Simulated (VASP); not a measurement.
# Ir in VASP: single point with PBE

Aim: the single point of Ir with PBE.

Program: VASP 6.6.1. These are calculated values, not measurements. Logs are shortened: lines on timing, memory, paths and dates and some standing lists are left out, and cuts for length are marked.

### Step 1. The cell of the first run

The cell holds a cluster in a box, 1 atom: a = 8.982 Å, b = 9.082 Å, c = 9.182 Å, α = 90.00°, β = 90.00°, γ = 90.00°.

### Step 2. Single point, PBE, collinear spin, ferromagnetic start

The input, INCAR:

```
SYSTEM = Ir
ALGO = Normal ; EDIFF = 1E-6
ENCUT = 400 ; GGA = PE
GGA_COMPAT = .False. ; ISIF = 2
ISMEAR = -1 ; ISPIN = 2
LASPH = .True. ; LCHARG = .True.
LELF = .True. ; LMAXMIX = 4
LORBIT = 11 ; LREAL = .False.
LVHAR = .True. ; LWAVE = .False.
MAGMOM = 2.5 ; NBANDS = 14
NELM = 200 ; PREC = Accurate
SIGMA = 0.1
```

The input, KPOINTS:

```
k-points
0
Gamma
  1 1 1
  0 0 0
```

The input, POSCAR:

```
Ir
1.0
    8.9820000000      0.0000000000      0.0000000000
    0.0000000000      9.0818000000      0.0000000000
    0.0000000000      0.0000000000      9.1816000000
Ir
1
Direct
    0.5000000000      0.5000000000      0.5000000000
```

Potentials or basis: VASP PAW PBE potentials, release 64 (Ir).

On the command line:

```bash
cat potpaw_PBE.64/Ir/POTCAR > POTCAR
mpirun -np 1 vasp_gam > vasp.out
```

OUTCAR:

```text
SYSTEM = Ir
   EDIFF = 1E-6
   ENCUT = 400
   GGA = PE
   ISIF = 2
   ISMEAR = -1
   ISPIN = 2
   LASPH = .True.
   LORBIT = 11
   LREAL = .False.
   NELM = 200
   PREC = Accurate

 ion  position               nearest neighbor table
   1  0.500  0.500  0.500-

  LATTYP: Found a simple orthorhombic cell.
 ALAT       =     8.9820000000
 B/A-ratio  =     1.0111111111
 C/A-ratio  =     1.0222222222

  Lattice vectors:

 A1 = (   8.9820000000,   0.0000000000,   0.0000000000)
 A2 = (   0.0000000000,   9.0818000000,   0.0000000000)
 A3 = (   0.0000000000,   0.0000000000,   9.1816000000)

Analysis of symmetry for initial positions (statically):
=====================================================================
 Subroutine PRICEL returns:
 Original cell was already a primitive cell.

 Routine SETGRP: Setting up the symmetry group for a
 simple orthorhombic supercell.

 Subroutine GETGRP returns: Found  8 space group operations
 (whereof  8 operations were pure point group operations)
 out of a pool of  8 trial point group operations.

The static configuration has the point symmetry D_2h.

Analysis of symmetry for dynamics (positions and initial velocities):
=====================================================================
 Subroutine PRICEL returns:
 Original cell was already a primitive cell.

 Routine SETGRP: Setting up the symmetry group for a
 simple orthorhombic supercell.

 Subroutine GETGRP returns: Found  8 space group operations
 (whereof  8 operations were pure point group operations)
 out of a pool of  8 trial point group operations.

The dynamic configuration has the point symmetry D_2h.

Analysis of structural, dynamic, and magnetic symmetry:
=====================================================================
 Subroutine PRICEL returns:
 Original cell was already a primitive cell.

 Routine SETGRP: Setting up the symmetry group for a
 simple orthorhombic supercell.

 Subroutine GETGRP returns: Found  8 space group operations
 (whereof  8 operations were pure point group operations)
 out of a pool of  8 trial point group operations.

The overall configuration has the point symmetry D_2h.

 Subroutine INISYM returns: Found  8 space group operations
 (whereof  8 operations are pure point group operations),
 and found     1 'primitive' translations

----------------------------------------------------------------------------------------

[... 84 lines left out ...]
   IMIX   =      4    mixing-type and parameters
     AMIX     =   0.40;   BMIX     =  1.00
     AMIX_MAG =   1.60;   BMIX_MAG =  1.00
  volume/ion in A,a.u.               =     748.97      5054.29
  Fermi-wavevector in a.u.,A,eV,Ry     =   0.374974  0.708598  1.913055  0.140606
  Thomas-Fermi vector in A             =   1.305733
   LORBIT       =     11    0 simple, 1 ext, 2 COOP (PROOUT), +10 PAW based schemes
   GGA     = PE    functional components
   LHFCALC =     F    Hartree Fock is set to
   AEXX    =    0.0000 exact exchange contribution
   IVDW    =     0    specifies the selected vdW correction
   LEPSILON=     F    determine dielectric tensor
   LRPA    =     F    only Hartree local field effects (RPA)
 spin polarized calculation
  energy-cutoff  :      400.00
  volume of cell :      748.97
 maximum number of plane-waves:      6795
 NGX is ok and might be reduce to    60
   NGX = 29   NGY = 29   NGZ = 29

 number of electron       8.9999998 magnetization       3.0006590

 Free energy of the ion-electron system (eV)
  ---------------------------------------------------
  ext. energy  EPLUGINS =         0.00000000
  ---------------------------------------------------
  free energy    TOTEN  =        -1.53535672 eV

  energy without entropy =       -1.12024343  energy(sigma->0) =       -1.32780008

 E-fermi :  -4.9305     XC(G=0):  -1.1726

 val. band max:       -4.9344465132   @ k =   0.0000   0.0000   0.0000
 cond. band min:      -4.9075305179   @ k =   0.0000   0.0000   0.0000
 fundamental gap:      0.0269159953
 Fermi energy:        -4.9305356019

 spin component 1

 k-point     1 :       0.0000    0.0000    0.0000
  band No.  band energies     occupation
      1      -6.5503      1.00000
      2      -6.5488      1.00000
      3      -6.5483      1.00000
      4      -6.5475      1.00000
      5      -6.5475      1.00000
      6      -6.0630      0.99999
      7      -0.8817      0.00000
      8      -0.8738      0.00000
      9      -0.8651      0.00000
     10      -0.0750      0.00000
     11       1.2311      0.00000
     12       1.2528      0.00000
     13       2.1743      0.00000
     14       2.3169      0.00000
 Fermi energy:        -4.9305356019

 spin component 2

 k-point     1 :       0.0000    0.0000    0.0000
  band No.  band energies     occupation
      1      -4.9362      0.51407
      2      -4.9352      0.51171
      3      -4.9352      0.51159
      4      -4.9346      0.51013
      5      -4.9344      0.50978
      6      -4.9075      0.44274
      7      -0.2914      0.00000
      8      -0.2793      0.00000
      9      -0.2666      0.00000
     10       0.0700      0.00000
     11       1.3529      0.00000
     12       1.3768      0.00000
     13       2.3531      0.00000
     14       2.3808      0.00000

------------------------ aborting loop because EDIFF is reached ----------------------------------------

  FORCE on cell =-STRESS in cart. coord.  units (eV):
  Direction    XX          YY          ZZ          XY          YZ          ZX
  --------------------------------------------------------------------------------------
  -------------------------------------------------------------------------------------
  Total       -0.0528513     -0.0487252     -0.0286253      0.0000000      0.0000000      0.0000000
  in kB       -0.1130585     -0.1042319     -0.0612347      0.0000000      0.0000000      0.0000000
  external PRESSURE =      -0.0928417 kB  Pullay stress =       0.0000000 kB

 VOLUME and BASIS-vectors are now :
 -----------------------------------------------------------------------------
  energy-cutoff  :      400.00
  volume of cell :      748.97
      direct lattice vectors                 reciprocal lattice vectors
     8.982000000  0.000000000  0.000000000     0.111333779  0.000000000  0.000000000
     0.000000000  9.081800000  0.000000000     0.000000000  0.110110331  0.000000000
     0.000000000  0.000000000  9.181600000     0.000000000  0.000000000  0.108913479

 POSITION                                       TOTAL-FORCE (eV/Angst)
 -----------------------------------------------------------------------------------
      4.49100      4.54090      4.59080         0.000000      0.000000      0.000000
 -----------------------------------------------------------------------------------
    total drift:                                0.000000      0.000000     -0.000000

  FREE ENERGIE OF THE ION-ELECTRON SYSTEM (eV)
  ---------------------------------------------------
  free  energy   TOTEN  =        -1.5353567169 eV

  energy  without entropy=       -1.1202434335  energy(sigma->0) =       -1.32780008

 total charge

# of ion       s       p       d       tot
------------------------------------------
    1        0.694   0.000   6.716   7.410

 magnetization (x)

# of ion       s       p       d       tot
------------------------------------------
    1        0.295  -0.000   2.228   2.523
```

OSZICAR:

```text
N       E                     dE             d eps       ncg     rms          rms(c)
DAV:   1     0.458162587455E+02    0.45816E+02   -0.15501E+03    56   0.274E+02
DAV:   2     0.383989613387E+01   -0.41976E+02   -0.38488E+02   100   0.516E+01
[... 14 lines left out ...]
DAV:  17    -0.153412928884E+01   -0.10800E-03   -0.17328E-05    56   0.192E-02    0.293E-02
DAV:  18    -0.153514796692E+01   -0.10187E-02   -0.16193E-04    56   0.439E-02    0.397E-02
DAV:  19    -0.153510779141E+01    0.40176E-04   -0.98699E-05    62   0.648E-02    0.113E-02
DAV:  20    -0.153532336863E+01   -0.21558E-03   -0.25020E-05    56   0.217E-02    0.134E-02
DAV:  21    -0.153535642677E+01   -0.33058E-04   -0.30581E-06    56   0.684E-03    0.131E-02
DAV:  22    -0.153535671687E+01   -0.29010E-06   -0.82823E-07    56   0.600E-03
   1 F= -.15353567E+01 E0= -.13278001E+01  d E =-.415113E+00  mag=     3.0006
```

Wall time 91 s (1 thread of AMD EPYC 7R13, shared host); peak memory 0.58 GiB.

Results:

```
Free energy                                           : -1.5354 eV
Gap between the frontier levels                       : zero (filled and empty bands touch)
Net moment                                            : 3.00 μB per cell
Site moments                                          : Ir +2.52 μB
Valence electrons inside the program's atomic spheres : Ir 7.41
```

Levels at points of the mesh, in eV from the Fermi level:
Spin up:
| k point | band 4 | band 5 | band 6 | band 7 | band 8 | band 9 |
| --- | --- | --- | --- | --- | --- | --- |
| (0.00, 0.00, 0.00) | -1.62 | -1.62 | -1.13 | 4.05 | 4.06 | 4.07 |
Spin down:
```tsv
k point	band 1	band 2	band 3	band 4	band 5	band 6	band 7	band 8	band 9	band 10
(0.00, 0.00, 0.00)	-0.01	0.00	0.00	0.00	0.00	0.02	4.64	4.65	4.66	5.00
```

Caveat: spin-orbit coupling is left out, which moves the levels of the heavy elements.
